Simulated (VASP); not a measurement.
MgPtS3, 5 atoms in the cell. It takes space group Pm-3m (No. 221, cubic). Conventional cell: a = 4.680 Å, b = 4.680 Å, c = 4.680 Å, α = 90.00°, β = 90.00°, γ = 90.00°. Within 3.1 Å of Mg (site symmetry m-3m) lie 6 S at 2.34 Å. Pt (site symmetry m-3m) has 12 S at 3.31 Å and 8 Mg at 4.05 Å within 4.4 Å. Within 3.1 Å of S (site symmetry 4/mmm) lie 2 Mg at 2.34 Å. 

* Program: VASP 6.6.1
* Task: single point
* Functional: PBE
* Potentials or basis: VASP PAW PBE potentials, release 64 (Mg, Pt, S)
* Cutoff: 600 eV
* k mesh: 3 × 3 × 3
* Occupations: gaussian, width 0.15 eV
* Spin: no spin polarisation
* Dipole correction: no
* Further INCAR settings: ALGO = Normal; EDIFF = 1e-06; NBANDS = 23

Potentials or basis: VASP PAW PBE potentials, release 64 (Mg, Pt, S).

Command:

```sh
$ cat potpaw_PBE.64/Mg/POTCAR potpaw_PBE.64/Pt/POTCAR potpaw_PBE.64/S/POTCAR > POTCAR
$ mpirun -np 1 vasp_std > vasp.out
```

Hardware: 1 thread of AMD EPYC 9R45 96-Core Processor (Zen 5), with other jobs on the host.

Task: How long does it take, and how much memory?

Result: Wall time 14 s on 1 thread of AMD EPYC 9R45 96-Core Processor (Zen 5), with other jobs on the host, peak memory 0.21 GiB. Counts: scf iterations 15, k points 4.
